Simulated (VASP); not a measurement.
A run of VASP 6.6.1 is set up as follows.

POSCAR

```
Ge
1.0
    3.9357139709      0.0000000000      0.0000000000
   -1.9678569854      3.4084282808      0.0000000000
    0.0000000000      0.0000000000      6.6027109586
Ge
4
Direct
    0.6666666667      0.3333333333      0.0629814339
    0.3333333333      0.6666666667      0.5629814339
    0.6666666667      0.3333333333      0.4370185661
    0.3333333333      0.6666666667      0.9370185661
```

File INCAR.step1:

```
PREC     = Accurate       # precision mode
ENCUT    = 520            # plane-wave cutoff, eV
ISMEAR   = 0              # smearing method
SIGMA    = 0.03           # smearing width, eV
LREAL    = F              # projectors in reciprocal space
LASPH    = T              # aspherical terms in the spheres
NELM     = 100            # most SCF steps
NBANDS   = 36             # bands
GGA      = PE             # functional
ALGO     = Normal         # electronic algorithm
EDIFF    = 1E-4           # SCF threshold, eV
LWAVE    = T              # write WAVECAR
LCHARG   = F              # write CHGCAR
```

INCAR.step2

```
PREC     = Accurate       # precision mode
ENCUT    = 520            # plane-wave cutoff, eV
EDIFF    = 1E-6           # SCF threshold, eV
ISMEAR   = 0              # smearing method
SIGMA    = 0.03           # smearing width, eV
LREAL    = F              # projectors in reciprocal space
LASPH    = T              # aspherical terms in the spheres
NELM     = 100            # most SCF steps
ALGO     = Normal         # electronic algorithm
ISIF     = 2              # what is computed and relaxed
LWAVE    = F              # write WAVECAR
LCHARG   = T              # write CHGCAR
METAGGA  = R2SCAN         # meta-GGA
LMIXTAU  = T            
LELF     = T              # ELF
LVHAR    = T            
NBANDS   = 36             # bands
ISTART   = 1
```

Contents of KPOINTS:

```
Automatic mesh
0
Gamma
  12 12 6
```

Potentials or basis: VASP PAW PBE potentials, release 64 (Ge_d).

The run is started by

```console
$ cat potpaw_PBE.64/Ge_d/POTCAR > POTCAR
$ cp INCAR.step1 INCAR
$ mpirun -np 1 vasp_std > vasp.out
$ cp INCAR.step2 INCAR
$ mpirun -np 1 vasp_std > vasp.out
```

(1) What does it give for the pressure?

(2) What does it give for the largest force?

(3) Predict the band gap on the k mesh.

Answers

(1) 2.4 GPa.

(2) 0.160 eV/Å.

(3) 0.31 eV, direct.

Caveat: the cell differs from its parent crystal (strain -0.015 along x and y, +0.000 along z); the PAW data sets were made with another functional, which shifts forces and pressure a little.
